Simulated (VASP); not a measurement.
A run of VASP 6.6.1:

File INCAR:

```
PREC = Accurate ; ENCUT = 600
EDIFF = 1E-6 ; ISMEAR = 0
SIGMA = 0.1 ; LREAL = F
LASPH = T ; NELM = 60
ALGO = Normal ; ISIF = 3
LWAVE = F ; LCHARG = F
GGA = PE ; IBRION = 2
NSW = 90 ; EDIFFG = -0.04
```

File KPOINTS:

```
regular mesh
0
Gamma
  6 6 2
```

File POSCAR:

```
Sn2Te3Se
1.0
    5.1882046900      0.0000000000      0.0000000000
   -2.5941023400      4.4931170600      0.0000000000
    0.0000000000      0.0000000000      8.1275728000
Sn Te Se
2 3 1
Direct
    0.3333333300      0.6666666700      0.5000000000
    0.6666666700      0.3333333300      0.5000000000
    0.3333333300      0.6666666700      0.0000000000
    0.6666666700      0.3333333300      0.0000000000
    0.0000000000      0.0000000000      0.5000000000
    0.0000000000      0.0000000000      0.0000000000
```

Potentials or basis: VASP PAW PBE potentials, release 64 (Sn_d, Te, Se).

Command:

```bash
$ cat potpaw_PBE.64/Sn_d/POTCAR potpaw_PBE.64/Te/POTCAR potpaw_PBE.64/Se/POTCAR > POTCAR
$ mpirun -np 1 vasp_std > vasp.out
```

Hardware: 1 thread of AMD EPYC 9R45 96-Core Processor (Zen 5), on a shared host.

How long does it take, and how much memory?

It took 16 min on 1 thread of AMD EPYC 9R45 96-Core Processor (Zen 5), with other jobs on the host, peak memory 0.41 GiB. Counts: scf iterations 195, k points 14, ion steps 21.
